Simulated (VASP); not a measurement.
Set up this calculation in VASP 6.6.1, as the native input.

* Task: single point
* Functional: PBE
* Potentials or basis: VASP PAW PBE potentials, release 64 (B, N)
* Cutoff: 520 eV
* k mesh: 6 × 6 × 10
* Occupations: gaussian, width 0.05 eV
* Spin: no spin polarisation
* Dipole correction: no
* Further INCAR settings: ALGO = Normal; EDIFF = 1e-07; NBANDS = 26

The structure of BN lies in POSCAR:

```
BN
1.0
    4.2900000000      0.0000000000      0.0000000000
    0.0000000000      4.2900000000      0.0000000000
    0.0000000000      0.0000000000      2.2433000000
B N
4 4
Direct
    0.1742811368      0.8257188632      0.5000000000
    0.3257188632      0.3257188632      0.0000000000
    0.6742811368      0.6742811368      0.0000000000
    0.8257188632      0.1742811368      0.5000000000
    0.8126115048      0.8126115048      0.5000000000
    0.3126115048      0.6873884952      0.0000000000
    0.6873884952      0.3126115048      0.0000000000
    0.1873884952      0.1873884952      0.5000000000
```

The input as run:

INCAR

```
  ALGO = Normal
  EDIFF = 1E-7
  ENCUT = 520
  GGA = PE
  ISIF = 2
  ISMEAR = 0
  LASPH = T
  LCHARG = F
  LREAL = F
  LWAVE = F
  NBANDS = 26
  NELM = 80
  PREC = Accurate
  SIGMA = 0.05
```

KPOINTS

```
k-points
0
Gamma
  6 6 10
```

Potentials or basis: VASP PAW PBE potentials, release 64 (B, N).

Run with:

```bash
$ cat potpaw_PBE.64/B/POTCAR potpaw_PBE.64/N/POTCAR > POTCAR
$ mpirun -np 1 vasp_std > vasp.out
```

Results of the run:

- Pressure: 103.9 GPa
- Largest force: 1.582 eV/Å
- Band gap on the k mesh: 4.25 eV, indirect (least direct gap 6.03 eV)

Caveat: forces of over 1 eV/Å act on the atoms, so gaps and moduli don't describe the material at rest.

It took 19 s on 1 thread of Intel(R) Xeon(R) 6975P-C (Granite Rapids) (shared host), peak memory 0.17 GiB.
